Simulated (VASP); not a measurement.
A run of VASP 6.6.1:

File INCAR:

```
PREC = Accurate
ENCUT = 520
EDIFF = 1E-7
ISMEAR = 0
SIGMA = 0.01
LREAL = F
LASPH = T
NELM = 80
ALGO = Normal
ISIF = 2
LWAVE = F
LCHARG = T
GGA = PS
LELF = T
LVHAR = T
NBANDS = 17
```

The input KPOINTS:

```
regular mesh
0
Gamma
  10 10 10
```

Contents of POSCAR:

```
SnTe
1.0
    0.0000000000      3.2056874583      3.2056874583
    3.2056874583      0.0000000000      3.2056874583
    3.2056874583      3.2056874583      0.0000000000
Sn Te
1 1
Direct
    0.0000000000      0.0000000000      0.0000000000
    0.5000000000      0.5000000000      0.5000000000
```

Potentials or basis: VASP PAW PBE potentials, release 64 (Sn_d, Te).

Run with:

```sh
$ cat potpaw_PBE.64/Sn_d/POTCAR potpaw_PBE.64/Te/POTCAR > POTCAR
$ mpirun -np 1 vasp_std > vasp.out
```

Hardware: 1 thread of AMD EPYC 7R13 (shared host).

Q: How long does it take, and how much memory?

A: It took 110 s on 1 thread of AMD EPYC 7R13 (shared host), peak memory 0.2 GiB. Counts: scf iterations 14, k points 47.
